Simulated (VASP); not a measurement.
The system is Si2Mo.

```
CELL_PARAMETERS angstrom
4.58547 0.00000 0.00000
-2.29274 3.97113 0.00000
0.00000 0.00000 6.57976
ATOMIC_POSITIONS crystal
Mo 0.50000 0.50000 0.83333
Mo 0.00000 0.50000 0.16667
Mo 0.50000 0.00000 0.50000
Si 0.16387 0.32775 0.50000
Si 0.67225 0.83613 0.16667
Si 0.83613 0.16387 0.83333
Si 0.83613 0.67225 0.50000
Si 0.32775 0.16387 0.16667
Si 0.16387 0.83613 0.83333
```

```yaml
Program: VASP 6.6.1
Task: relaxation of cell and atoms
Functional: PBEsol
Potentials_or_basis: VASP PAW PBE potentials, release 64 (Mo_sv, Si)
Cutoff: 500 eV
k_mesh: 7 × 7 × 4
Occupations: fermi-dirac, width 0.05 eV
Spin: no spin polarisation
Hubbard_terms: Mo d U = 8.0 eV
```

At the start: pressure 4.5 GPa; volume 13.31 Å³/atom.

Question: How do energy, volume and symmetry change on relaxing?

Answer: Over 9 steps the energy falls by 4.9 meV/atom and the volume is 13.62 Å³/atom (+2.3 %); space group P6_222 (No. 180, to 0.1 Å) before and after.

Step by step:
| step | energy change (eV) | largest force (eV/Å) | pressure (GPa) | volume (Å³) |
| --- | --- | --- | --- | --- |
| 1 | 0.0000 | 0.1278 | 4.51 | 119.81 |
| 2 | 0.0308 | 0.0525 | -5.87 | 126.43 |
| 3 | -0.0401 | 0.0918 | -0.22 | 122.60 |
| 4 | -0.0401 | 0.0924 | -0.13 | 122.54 |
| 5 | -0.0437 | 0.0416 | 0.04 | 122.49 |
| 6 | -0.0439 | 0.0297 | 0.08 | 122.48 |
| 7 | -0.0439 | 0.0281 | 0.08 | 122.48 |
| 8 | -0.0441 | 0.0033 | -0.11 | 122.59 |
| 9 | -0.0441 | 0.0054 | -0.09 | 122.58 |

Final structure:
```cif
data_structure
_symmetry_space_group_name_H-M 'P 1'
_symmetry_Int_Tables_number 1
_cell_length_a 4.6338
_cell_length_b 4.6338
_cell_length_c 6.5921
_cell_angle_alpha 90.000
_cell_angle_beta 90.000
_cell_angle_gamma 120.000
_cell_volume 122.58
loop_
_atom_site_label
_atom_site_type_symbol
_atom_site_fract_x
_atom_site_fract_y
_atom_site_fract_z
_atom_site_occupancy
Mo1 Mo 0.50000 0.50000 0.83333 1
Mo2 Mo 0.00000 0.50000 0.16667 1
Mo3 Mo 0.50000 0.00000 0.50000 1
Si1 Si 0.16272 0.32543 0.50000 1
Si2 Si 0.67457 0.83728 0.16667 1
Si3 Si 0.83728 0.16272 0.83333 1
Si4 Si 0.83728 0.67457 0.50000 1
Si5 Si 0.32543 0.16272 0.16667 1
Si6 Si 0.16272 0.83728 0.83333 1
```

Caveat: the PAW data sets were made with another functional, which shifts forces and pressure a little; the U is typed as a test and isn't derived for this compound.
